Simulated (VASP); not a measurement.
Wanted: the native input for a VASP 6.6.1 run.

| Quantity | Value |
| --- | --- |
| Task | single point |
| Functional | PBEsol |
| Potentials or basis | VASP PAW PBE potentials, release 64 (Ga_d, P) |
| Cutoff | 500 eV |
| k mesh | 10 × 10 × 10 |
| Occupations | gaussian, width 0.05 eV |
| Spin | no spin polarisation |
| Dipole correction | no |
| Further INCAR settings | ALGO = Normal; EDIFF = 1e-06; NBANDS = 16 |

The structure of GaP lies in POSCAR:

```
GaP
1.0
    0.0000000000      2.7192385971      2.7192385971
    2.7192385971      0.0000000000      2.7192385971
    2.7192385971      2.7192385971      0.0000000000
Ga P
1 1
Direct
    0.0000000000      0.0000000000      0.0000000000
    0.7500000000      0.7500000000      0.7500000000
```

One way to write it, as run:

INCAR

```
PREC = Accurate ; ENCUT = 500
EDIFF = 1E-6 ; ISMEAR = 0
SIGMA = 0.05 ; LREAL = False
LASPH = True ; NELM = 120
ALGO = Normal ; ISIF = 2
LWAVE = False ; LCHARG = False
GGA = PS ; NBANDS = 16
GGA_COMPAT = False
```

KPOINTS

```
regular mesh
0
Gamma
  10 10 10
```

Potentials or basis: VASP PAW PBE potentials, release 64 (Ga_d, P).

Launch:

```bash
$ cat potpaw_PBE.64/Ga_d/POTCAR potpaw_PBE.64/P/POTCAR > POTCAR
$ mpirun -np 1 vasp_std > vasp.out
```

Results of the run:

* Pressure: -0.1 GPa
* Band gap on the k mesh: 1.47 eV, indirect (least direct gap 1.81 eV)

Caveat: the PAW data sets were made with another functional, which shifts forces and pressure a little.

Wall time 31 s on 1 thread of AMD EPYC 7R43 64-Core Processor (Zen 3), with other jobs on the host, peak memory 0.14 GiB.
